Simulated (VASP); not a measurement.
Crystal: K.

```xyz
1
Lattice="0.0000 2.7762 2.7762 2.7762 0.0000 2.7762 2.7762 2.7762 0.0000" Properties=species:S:1:pos:R:3 pbc="T T T"
K     0.0000    0.0000    0.0000
```

Base run:

| Quantity | Value |
| --- | --- |
| Program | VASP 6.6.1 |
| Functional | PBEsol |
| Dispersion | D3(BJ) |
| Potentials or basis | VASP PAW PBE potentials, release 64 (K_sv) |
| Cutoff | 520 eV |
| k mesh | 11 × 11 × 11 |
| Occupations | fermi-dirac, width 0.1 eV |
| Spin | no spin polarisation |

Its results: pressure 3.9 GPa.

**Question.** The run is repeated on the same cell with these changes: dispersion from D3(BJ) to none; further incar settings from ALGO = Normal; EDIFF = 1e-07; NBANDS = 10 to ALGO = Normal; EDIFF = 1e-06; NBANDS = 10. What comes out?

**Answer.** Pressure 4.8 GPa.

Caveats: the PAW data sets were made with another functional, which shifts forces and pressure a little; three body term missing (some runs); pairwise dispersion overbinds metals, which lowers pressure and volume (some runs).
